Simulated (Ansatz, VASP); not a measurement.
## MgBeI4 in VASP and in Ansatz

```
CELL_PARAMETERS angstrom
4.04588 0.00000 0.00000
0.00000 4.04588 0.00000
0.00000 0.00000 30.04469
ATOMIC_POSITIONS crystal
Mg 0.50000 0.50000 0.00000
Mg 0.50000 0.50000 0.50000
Be 0.00000 0.00000 0.75000
Be 0.00000 0.00000 0.25000
I 0.50000 0.00000 0.20261
I 0.50000 0.00000 0.56496
I 0.00000 0.50000 0.93504
I 0.00000 0.50000 0.29739
I 0.50000 0.00000 0.79739
I 0.50000 0.00000 0.43504
I 0.00000 0.50000 0.06496
I 0.00000 0.50000 0.70261
```

Alike in both runs: functional PBE; k mesh 8 × 8 × 1; occupations gaussian, width 0.02 eV; no spin polarisation.

Ansatz relaxed the structure, and its values are those at the end. VASP's run is a single point on that final structure, the one shown.

|  | VASP | Ansatz |
| --- | --- | --- |
| version | VASP 6.6.1 | Ansatz 0.2.0 |
| potentials or method | VASP PAW PBE potentials, release 64 (Mg, Be, I), cutoff 520 eV | scalar-relativistic, plane waves, PAW |
| valence electrons in the cell | 64 | 160 |

Ansatz gave:

- gap on the k mesh at the Fermi level (eV): 2.06
- least direct gap on the mesh (eV): 2.20
- pressure (GPa): 0.0
- rms of the force components (eV/Å): 0.002

Problem. Estimate VASP's values.

Solution. gap on the k mesh at the Fermi level (eV): 2.05; least direct gap on the mesh (eV): 2.19; pressure (GPa): 0.0; rms of the force components (eV/Å): 0.005.

VASP's potentials hold 64 valence electrons a cell and Ansatz's 160, so a difference there can come from the potentials and not from the codes.

Neither program's run includes spin-orbit coupling.
